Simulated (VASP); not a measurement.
Input of a VASP 6.6.1 run:

INCAR

```
SYSTEM = CuAu
PREC = Accurate
ENCUT = 600
EDIFF = 1E-6
ISMEAR = -1
SIGMA = 0.15
LREAL = .False.
LASPH = .True.
NELM = 100
ALGO = Normal
ISIF = 3
LWAVE = .False.
LCHARG = .False.
GGA = PS
IBRION = 2
NSW = 80
EDIFFG = -0.001
```

KPOINTS

```
Automatic mesh
0
Gamma
  16 16 12
  0 0 0
```

The input POSCAR:

```
CuAu
1.0
    2.8342699220      0.0000000000      0.0000000000
    0.0000000000      2.8342699220      0.0000000000
    0.0000000000      0.0000000000      3.5383399062
Cu Au
1 1
Direct
    0.5000000000      0.5000000000      0.5000000000
    0.0000000000      0.0000000000      0.0000000000
```

Potentials or basis: VASP PAW PBE potentials, release 64 (Cu, Au).

Run with:

```bash
$ cat potpaw_PBE.64/Cu/POTCAR potpaw_PBE.64/Au/POTCAR > POTCAR
$ mpirun -np 1 vasp_std > vasp.out
```

(1) What does it give for the space group after relaxing (to 0.05 Å)?

(2) What does it give for the band gap on the k mesh?

Answers

(1) P4/mmm (No. 123).

(2) zero (band 11 reaches 14.18 eV, above the bottom of band 12 at 6.81 eV).

Caveat: spin-orbit coupling is left out, which moves the levels of the heavy elements.
